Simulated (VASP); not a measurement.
Set up this calculation in VASP 6.6.1, as the native input.

```
Task                   : relaxation of the atoms
Functional             : PBE
Potentials or basis    : VASP PAW PBE potentials, release 64 (Si)
Cutoff                 : 520 eV
k mesh                 : 9 × 9 × 1
Occupations            : fermi-dirac, width 0.02 eV
Spin                   : no spin polarisation
Dipole correction      : yes
Further INCAR settings : ALGO = Normal; EDIFF = 1e-07; IBRION = 2; EDIFFG = -0.01; NSW = 60
```

The structure of Si lies in POSCAR:

```
Si
1.0
    3.8685410222      0.0000000000      0.0000000000
   -1.9342705111      3.3502548008      0.0000000000
    0.0000000000      0.0000000000     23.1070000000
Si
6
Direct
    0.0000000000      0.0000000000      0.3462162188
    0.3333333340      0.6666666660      0.3803903918
    0.3333333340      0.6666666660      0.4829129127
    0.6666666670      0.3333333330      0.5170870865
    0.6666666670      0.3333333330      0.6196096073
    0.0000000000      0.0000000000      0.6537837812
```

The input as run:

INCAR

```
SYSTEM = Si
ALGO = Normal
DIPOL = 0.5 0.5 0.500
EDIFF = 1E-7
EDIFFG = -0.01
ENCUT = 520
GGA = PE
IBRION = 2
IDIPOL = 3
ISIF = 2
ISMEAR = -1
LASPH = .TRUE.
LCHARG = .FALSE.
LDIPOL = .TRUE.
LREAL = .FALSE.
LWAVE = .FALSE.
NELM = 100
NSW = 60
PREC = Accurate
SIGMA = 0.02
```

KPOINTS

```
k-points
0
G
  9 9 1
  0 0 0
```

Potentials or basis: VASP PAW PBE potentials, release 64 (Si).

The run is started by

```console
$ cat potpaw_PBE.64/Si/POTCAR > POTCAR
$ mpirun -np 1 vasp_std > vasp.out
```

Results of the run:

| Property | Result |
| --- | --- |
| Energy gained by relaxing | 12.1 meV/atom |
| Ionic steps | 11 |
| Largest force after relaxing | 0.009 eV/Å |
| Band gap on the k mesh | zero (bands 12 and 13 overlap by 0.02 eV) |

Run time: 21 min on 1 thread of Intel Xeon 8259CL, on a shared host, peak memory 0.42 GiB.
